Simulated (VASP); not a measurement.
# AlW8C8Cl3 in VASP: a series of runs

Runs on AlW8C8Cl3. Level: PBEsol. Tasks: single point.

Program: VASP 6.6.1. These are calculated values, not measurements. Logs are shortened: lines on timing, memory, paths and dates and some standing lists are left out, and cuts for length are marked.

### 1 The cell of the first run

The cell holds a slab with vacuum, 20 atoms: a = 5.693 Å, b = 5.693 Å, c = 17.193 Å, α = 90.00°, β = 90.00°, γ = 120.00°.

### 2 Single point, PBEsol

File INCAR:

```
ALGO = Normal
EDIFF = 1E-6
ENCUT = 520
GGA = PS
GGA_COMPAT = F
ISIF = 2
ISMEAR = -1
LASPH = T
LCHARG = T
LELF = T
LREAL = F
LVHAR = T
LWAVE = F
NBANDS = 100
NELM = 120
NELMDL = -8
PREC = Accurate
SIGMA = 0.05
```

File KPOINTS:

```
k-points
0
Gamma
  3 3 1
```

File POSCAR:

```
AlW8C8Cl3
1.0
    5.6929600000      0.0000000000      0.0000000000
   -2.8464800000      4.9302480000      0.0000000000
    0.0000000000      0.0000000000     17.1931300000
W C Al Cl
8 8 1 3
Direct
    0.0000000000      0.0000000000      0.0581627662
    0.0180497607      0.0195527689      0.2232403291
    0.0000045923      0.4999951321      0.0581627662
   -0.0015380587      0.4810305688      0.2250666400
    0.5000035131      0.0000000000      0.0581627662
    0.5083901352     -0.0043405524      0.2293357870
    0.4999905398      0.4999951321      0.0581627662
    0.5155740330      0.4912531783      0.2299406798
    0.3176299899      0.1648192951      0.1341175225
    0.3810389667      0.1868060187      0.2987123345
    0.3073146270      0.6405560126      0.1369384167
    0.3355006042      0.6186909867      0.3006666035
    0.8412411557      0.1818569776      0.1470936357
    0.8541435153      0.1684905100      0.3086581675
    0.8483016521      0.6744285480      0.1342978271
    0.8660056551      0.7053397720      0.3060582919
    0.6496638074      0.2914863512      0.3758419787
    0.7207882039      0.1694438089      0.4860313393
    1.3050289989      0.5081285972      0.4008287031
    0.9549745835      0.7438773871      0.4064937565
```

Potentials or basis: VASP PAW PBE potentials, release 64 (W_sv, C, Al, Cl).

The run is started by

```console
cat potpaw_PBE.64/W_sv/POTCAR potpaw_PBE.64/C/POTCAR potpaw_PBE.64/Al/POTCAR potpaw_PBE.64/Cl/POTCAR > POTCAR
mpirun -np 1 vasp_std > vasp.out
```

OUTCAR:

```text
EDIFF = 1E-6
   ENCUT = 520
   GGA = PS
   ISIF = 2
   ISMEAR = -1
   LASPH = T
   LREAL = F
   NELM = 120
   NELMDL = -8
   PREC = Accurate

 ion  position               nearest neighbor table
   1  0.000  0.000  0.058-   9 2.04  15 2.07  13 2.27   2 2.84   3 2.85   7 2.85   5 2.85   5 2.85
                             7 2.85   3 2.85
   2  0.018  0.020  0.223-  16 2.10  13 2.12   9 2.13  14 2.13  10 2.21  15 2.29   4 2.68   8 2.76
                             6 2.84   1 2.84   6 2.86   8 2.94   4 3.01
   3  0.000  0.500  0.058-  11 2.03  15 2.07  13 2.19   7 2.85   1 2.85   5 2.85   5 2.85   1 2.85
                             7 2.85   4 2.87
   4  0.998  0.481  0.225-  13 1.99  14 2.11  12 2.12  11 2.15  16 2.26  15 2.31   2 2.68   6 2.78
                             8 2.78   3 2.87   8 2.92   6 2.92   2 3.01  17 3.11
   5  0.500  0.000  0.058-   9 2.15  11 2.23  13 2.27   1 2.85   3 2.85   7 2.85   7 2.85   3 2.85
                             1 2.85   6 2.94
   6  0.508  0.996  0.229-  10 1.98  13 2.17  14 2.18  12 2.23  11 2.37   9 2.42   4 2.78   8 2.80
                             2 2.84   2 2.86   8 2.89  17 2.91   4 2.92   5 2.94
   7  0.500  0.500  0.058-   9 2.11  11 2.13  15 2.16   3 2.85   1 2.85   5 2.85   5 2.85   1 2.85
                             3 2.85   8 2.96
   8  0.516  0.491  0.230-  10 1.91  12 1.95  16 2.18   9 2.31  15 2.32  11 2.39   2 2.76   4 2.78
                             6 2.80   6 2.89   4 2.92   2 2.94   7 2.96  17 3.01
   9  0.318  0.165  0.134-   1 2.04   7 2.11   2 2.13   5 2.15   8 2.31   6 2.42
  10  0.381  0.187  0.299-  17 1.88   8 1.91   6 1.98   2 2.21
  11  0.307  0.641  0.137-   3 2.03   7 2.13   4 2.15   5 2.23   6 2.37   8 2.39
  12  0.336  0.619  0.301-  19 1.81   8 1.95   4 2.12   6 2.23
  13  0.841  0.182  0.147-   4 1.99   2 2.12   6 2.17   3 2.19   1 2.27   5 2.27
  14  0.854  0.168  0.309-  17 2.00   4 2.11   2 2.13   6 2.18
  15  0.848  0.674  0.134-   1 2.07   3 2.07   7 2.16   2 2.29   4 2.31   8 2.32
  16  0.866  0.705  0.306-  20 1.78   2 2.10   8 2.18   4 2.26  17 2.37
  17  0.650  0.291  0.376-  10 1.88  14 2.00  18 2.13  20 2.34  16 2.37  19 2.82   6 2.91   8 3.01
                             4 3.11
  18  0.721  0.169  0.486-  17 2.13
  19  0.305  0.508  0.401-  12 1.81  17 2.82
  20  0.955  0.744  0.406-  16 1.78  17 2.34

  LATTYP: Found a hexagonal cell.
 ALAT       =     5.6929600000
 C/A-ratio  =     3.0200686462

  Lattice vectors:

 A1 = (   5.6929600000,   0.0000000000,   0.0000000000)
 A2 = (  -2.8464800000,   4.9302480000,   0.0000000000)
 A3 = (   0.0000000000,   0.0000000000,  17.1931300000)

Analysis of symmetry for initial positions (statically):
=====================================================================
 Subroutine PRICEL returns:
 Original cell was already a primitive cell.

 Routine SETGRP: Setting up the symmetry group for a
 hexagonal supercell.

 Subroutine GETGRP returns: Found  1 space group operations
 (whereof  1 operations were pure point group operations)
 out of a pool of 24 trial point group operations.

The static configuration has the point symmetry C_1 .

Analysis of symmetry for dynamics (positions and initial velocities):
=====================================================================
 Subroutine PRICEL returns:
 Original cell was already a primitive cell.

 Routine SETGRP: Setting up the symmetry group for a
 hexagonal supercell.

 Subroutine GETGRP returns: Found  1 space group operations
 (whereof  1 operations were pure point group operations)
 out of a pool of 24 trial point group operations.

The dynamic configuration has the point symmetry C_1 .

 Subroutine INISYM returns: Found  1 space group operations
 (whereof  1 operations are pure point group operations),
 and found     1 'primitive' translations

----------------------------------------------------------------------------------------

                                     Primitive cell

  volume of cell :     482.5717

  direct lattice vectors                    reciprocal lattice vectors
     5.692960000  0.000000000  0.000000000     0.175655546  0.101414777  0.000000000
    -2.846480000  4.930248000  0.000000000     0.000000000  0.202829553  0.000000000
     0.000000000  0.000000000 17.193130000     0.000000000  0.000000000  0.058162766

  length of vectors
     5.692960000  5.692960015 17.193130000     0.202829554  0.202829553  0.058162766

  position of ions in fractional coordinates (direct lattice)
     0.000000000  0.000000000  0.058162766
     0.018049761  0.019552769  0.223240329
     0.000004592  0.499995132  0.058162766
     0.998461941  0.481030569  0.225066640
     0.500003513  0.000000000  0.058162766
     0.508390135  0.995659448  0.229335787
[... 12 lines left out ...]
     0.305028999  0.508128597  0.400828703
     0.954974583  0.743877387  0.406493756

  ion indices of the primitive-cell ions
   primitive index   ion index
                 1           1
                 2           2
                 3           3
                 4           4
                 5           5
                 6           6
[... 12 lines left out ...]
                19          19
                20          20

----------------------------------------------------------------------------------------

 KPOINTS: k-points

Automatic generation of k-mesh.
 Grid dimensions read from file:
 generate k-points for:    3    3    1

 Generating k-lattice:

  Cartesian coordinates                     Fractional coordinates (reciprocal lattice)
     0.058551849  0.033804926  0.000000000     0.333333333  0.000000000  0.000000000
     0.000000000  0.067609851  0.000000000     0.000000000  0.333333333  0.000000000
     0.000000000  0.000000000  0.058162766     0.000000000  0.000000000  1.000000000

  Length of vectors
     0.067609851  0.067609851  0.058162766

  Shift w.r.t. Gamma in fractional coordinates (k-lattice)
     0.000000000  0.000000000  0.000000000

 Subroutine IBZKPT returns following result:
 ===========================================

 Found      5 irreducible k-points:

 Following reciprocal coordinates:
            Coordinates               Weight
  0.000000  0.000000  0.000000      1.000000
  0.333333  0.000000  0.000000      2.000000
  0.000000  0.333333  0.000000      2.000000
 -0.333333  0.333333  0.000000      2.000000
  0.333333  0.333333  0.000000      2.000000
   k-points           NKPTS =      5   k-points in BZ     NKDIM =      5   number of bands    NBANDS=    100
   number of dos      NEDOS =    301   number of ions     NIONS =     20
   total plane-waves  NPLWV = 225792
   dimension x,y,z NGX =    42 NGY =   42 NGZ =  128
   dimension x,y,z NGXF=    84 NGYF=   84 NGZF=  256
   ions per type =               8   8   1   3
   NGX,Y,Z   is equivalent  to a cutoff of  12.26, 12.26, 12.38 a.u.
   NGXF,Y,Z  is equivalent  to a cutoff of  24.53, 24.53, 24.75 a.u.
 SYSTEM =  unknown system
   PREC   = accura    normal or accurate (medium, high low for compatibility)
   ISTART =      0    job   : 0-new  1-cont  2-samecut
   ICHARG =      2    charge: 1-file 2-atom 10-const
   ISPIN  =      1    spin polarized calculation?
   LNONCOLLINEAR =      F non collinear calculations
   LSORBIT =      F    spin-orbit coupling
   LASPH  =      T    aspherical Exc in radial PAW
   ENCUT  =  520.0 eV  38.22 Ry    6.18 a.u.  10.59 10.59 31.97*2*pi/ulx,y,z
   NELM   =    120;   NELMIN=  2; NELMDL= -8     # of ELM steps
   EDIFF  = 0.1E-05   stopping-criterion for ELM
   LREAL  =      F    real-space projection
   EDIFFG = 0.1E-04   stopping-criterion for IOM
   NSW    =      0    number of steps for IOM
   IBRION =     -1    ionic relax: 0-MD 1-quasi-New 2-CG
   NFREE  =      0    steps in history (QN), initial steepest desc. (CG)
   ISIF   =      2    stress and relaxation
   ISYM   =      2    0-nonsym 1-usesym 2-fastsym
   POTIM  = 0.5000    time-step for ionic-motion
   TEBEG  =    0.0;   TEEND  =   0.0 temperature during run
   PSTRESS=    0.0 pullay stress
   NELECT =     168.0000    total number of electrons
   NUPDOWN=      -1.0000    fix difference up-down
   EMIN   =  10.00;   EMAX   =-10.00  energy-range for DOS
   EFERMI =   0.00;   METHOD = LEGACY
   ISMEAR =    -1;   SIGMA  =   0.05  broadening in eV -4-tet -1-fermi 0-gaus
   EFERMI_NEDOS =   21; number of points for ismear=-14 and -15
   IALGO  =     38    algorithm
   IMIX   =      4    mixing-type and parameters
     AMIX     =   0.40;   BMIX     =  1.00
     AMIX_MAG =   1.60;   BMIX_MAG =  1.00
  volume/ion in A,a.u.               =      24.13       162.83
  Fermi-wavevector in a.u.,A,eV,Ry     =   1.151659  2.176320 18.045664  1.326319
  Thomas-Fermi vector in A             =   2.288315
   LORBIT       =      0    0 simple, 1 ext, 2 COOP (PROOUT), +10 PAW based schemes
   GGA     = PS    functional components
   LHFCALC =     F    Hartree Fock is set to
   AEXX    =    0.0000 exact exchange contribution
   IVDW    =     0    specifies the selected vdW correction
   LEPSILON=     F    determine dielectric tensor
   LRPA    =     F    only Hartree local field effects (RPA)
 non-spin polarized calculation
  energy-cutoff  :      520.00
  volume of cell :      482.57
 maximum number of plane-waves:     12987
 NGX is ok and might be reduce to    42
   NGX = 21   NGY = 21   NGZ = 63

 number of electron     168.0000000 magnetization

 Free energy of the ion-electron system (eV)
  ---------------------------------------------------
  ext. energy  EPLUGINS =         0.00000000
  ---------------------------------------------------
  free energy    TOTEN  =      -187.03267748 eV

  energy without entropy =     -186.97967048  energy(sigma->0) =     -187.00617398

 E-fermi :   1.7324     XC(G=0):  -7.3312

 val. band max:        1.7294095026   @ k =   0.3333   0.0000   0.0000
 cond. band min:       1.7583313236   @ k =  -0.3333   0.3333   0.0000
 fundamental gap:      0.0289218210
 Fermi energy:         1.7324478300

 k-point     1 :       0.0000    0.0000    0.0000
  band No.  band energies     occupation
      1     -72.0666      2.00000
      2     -72.0136      2.00000
      3     -71.9532      2.00000
      4     -71.9297      2.00000
      5     -71.8984      2.00000
      6     -71.8850      2.00000
[... 484 lines left out ...]
     95       4.5203      0.00000
     96       4.6067      0.00000
 [bands above 96 left out]

------------------------ aborting loop because EDIFF is reached ----------------------------------------

  FORCE on cell =-STRESS in cart. coord.  units (eV):
  Direction    XX          YY          ZZ          XY          YZ          ZX
  --------------------------------------------------------------------------------------
  -------------------------------------------------------------------------------------
  Total       14.2931783     16.8477482    -11.3441311     -1.8851583      1.2745928     -7.0417730
  in kB       47.4545161     55.9358961    -37.6634393     -6.2588792      4.2317520    -23.3792599
  external PRESSURE =      21.9089910 kB  Pullay stress =       0.0000000 kB

 VOLUME and BASIS-vectors are now :
 -----------------------------------------------------------------------------
  energy-cutoff  :      520.00
  volume of cell :      482.57
      direct lattice vectors                 reciprocal lattice vectors
     5.692960000  0.000000000  0.000000000     0.175655546  0.101414777  0.000000000
    -2.846480000  4.930248000  0.000000000     0.000000000  0.202829553  0.000000000
     0.000000000  0.000000000 17.193130000     0.000000000  0.000000000  0.058162766

 POSITION                                       TOTAL-FORCE (eV/Angst)
 -----------------------------------------------------------------------------------
      0.00000      0.00000      1.00000        -0.434192      0.053472      0.417325
      0.04710      0.09640      3.83820         0.542295     -2.383212      2.292406
     -1.42320      2.46510      1.00000        -0.282260     -0.379708      0.330903
      4.31496      2.37160      3.86960        -0.078764      3.853243      2.170458
      2.84650      0.00000      1.00000        -0.026100     -0.374995      1.840128
      0.06012      4.90885      3.94300         0.184240     -1.501550      0.146478
[... 12 lines left out ...]
      0.29014      2.50520      6.89150         0.190818      1.196561     -0.078921
      3.31920      3.66750      6.98890        -0.869479      0.405034     -0.684539
 -----------------------------------------------------------------------------------
    total drift:                                0.000140      0.000261     -0.001208

  FREE ENERGIE OF THE ION-ELECTRON SYSTEM (eV)
  ---------------------------------------------------
  free  energy   TOTEN  =      -187.0326774828 eV

  energy  without entropy=     -186.9796704825  energy(sigma->0) =     -187.00617398
```

It took 12 min on 1 thread of Intel Xeon Platinum 8488C (Sapphire Rapids), shared host; peak memory 0.64 GiB.

What came out:

```
Free energy            : -187.0327 eV
Largest force          : 4.423 eV/Å
Band gap on the k mesh : zero (bands 84 and 85 overlap by 0.76 eV)
```

Forces on the atoms (eV/Å):
```
W   -0.434  0.053  0.417
W    0.542 -2.383  2.292
W   -0.282 -0.380  0.331
W   -0.079  3.853  2.170
W   -0.026 -0.375  1.840
W    0.184 -1.502  0.146
W    0.011  0.262  0.919
W    0.355  2.309 -3.105
C    2.062  0.475  0.346
C   -2.233 -2.134 -0.332
C    1.903  1.965  0.058
C   -0.590  0.336  1.489
C   -0.603 -2.344 -3.479
C    0.188 -0.354 -3.093
C   -0.904 -0.437  0.803
C    0.244 -0.707 -1.044
Al   0.889  0.156  0.685
Cl  -0.549 -0.396  0.317
Cl   0.191  1.197 -0.079
Cl  -0.869  0.405 -0.685
```

Caveat: the k points lie up to 0.42 Å⁻¹ apart, too coarse for converged energies and pressures of a metal; the atoms stand as in a frame of molecular dynamics; the PAW data sets were made with another functional, which shifts forces and pressure a little; spin-orbit coupling is left out, which moves the levels of the heavy elements.

### 3 Single point, PBEsol

File INCAR:

```
PREC = Accurate ; ENCUT = 520
EDIFF = 1E-6 ; ISMEAR = -1
SIGMA = 0.05 ; LREAL = F
LASPH = T ; NELM = 120
ALGO = Normal ; ISIF = 2
LWAVE = F ; LCHARG = F
GGA = PS ; NBANDS = 100
GGA_COMPAT = F ; NELMDL = -8
```

File KPOINTS:

```
Automatic mesh
0
Gamma
  3 3 1
```

File POSCAR:

```
AlW8C8Cl3
1.0
    5.6929600000      0.0000000000      0.0000000000
   -2.8464800000      4.9302480000      0.0000000000
    0.0000000000      0.0000000000     17.1931300000
W C Al Cl
8 8 1 3
Direct
    0.0000000000      0.0000000000      0.0581627662
    0.0102296919     -0.0060646036      0.2264101999
    0.0000045923      0.4999951321      0.0581627662
   -0.0018303776      0.4998734344      0.2276083529
    0.5000035131      0.0000000000      0.0581627662
    0.4897877807     -0.0274225556      0.2354777751
    0.4999905398      0.4999951321      0.0581627662
    0.5194518749      0.5056135107      0.2268173393
    0.3464914956      0.1592009165      0.1427430607
    0.3033232111      0.1274580914      0.3049880970
    0.3446965767      0.6782214607      0.1404049175
    0.3311514468      0.6269258666      0.3047205483
    0.8691299785      0.1876781858      0.1374560653
    0.8323450485      0.1421429510      0.3032664791
    0.8570230475      0.6746922264      0.1370372934
    0.8307431519      0.6332338657      0.3073436890
    0.6626090704      0.2571270248      0.3716542596
    0.7284012658      0.1669287224      0.4930864828
    1.2679382852      0.5199129942      0.4053305012
    0.8537635229      0.7520311351      0.4042312249
```

Potentials or basis: VASP PAW PBE potentials, release 64 (W_sv, C, Al, Cl).

The run is started by

```console
cat potpaw_PBE.64/W_sv/POTCAR potpaw_PBE.64/C/POTCAR potpaw_PBE.64/Al/POTCAR potpaw_PBE.64/Cl/POTCAR > POTCAR
mpirun -np 1 vasp_std > vasp.out
```

It took 13 min on 1 thread of Intel Xeon Platinum 8488C (Sapphire Rapids), shared host; peak memory 0.63 GiB.

Results (log left out):

```
Free energy            : -187.4800 eV
Largest force          : 3.318 eV/Å
Band gap on the k mesh : zero (bands 84 and 85 overlap by 0.69 eV)
```

Forces in eV/Å, atoms in the order of the input:
```
W    0.681  0.403  1.079
W   -1.016  1.085  0.102
W    0.798  0.156  0.936
W    2.114 -2.351 -0.278
W    0.515  0.208  1.850
W    0.713  2.317 -0.952
W    0.478  0.064  1.806
W   -1.234 -3.024 -0.588
C   -0.390  0.732 -1.299
C    1.581  1.423 -0.576
C    0.288 -0.988 -0.511
C   -0.474 -0.776  1.320
C   -1.114 -1.457 -0.252
C    1.271 -0.176 -2.884
C   -1.428 -0.257 -0.065
C   -0.936  1.794  0.184
Al  -1.376  0.436  2.090
Cl  -0.883  0.027 -0.740
Cl  -0.219  1.005 -1.097
Cl   0.630 -0.621 -0.126
```

Levels at points of the mesh, in eV from the Fermi level:
```tsv
k point	band 80	band 81	band 82	band 83	band 84	band 85	band 86	band 87	band 88	band 89
(0.00, 0.00, 0.00)	-0.42	0.28	0.47	0.52	0.63	0.74	0.79	0.88	1.51	2.31
```

Caveat: the k points lie up to 0.42 Å⁻¹ apart, too coarse for converged energies and pressures of a metal; the atoms stand as in a frame of molecular dynamics; the PAW data sets were made with another functional, which shifts forces and pressure a little; spin-orbit coupling is left out, which moves the levels of the heavy elements.

[end of part 1 of 2]
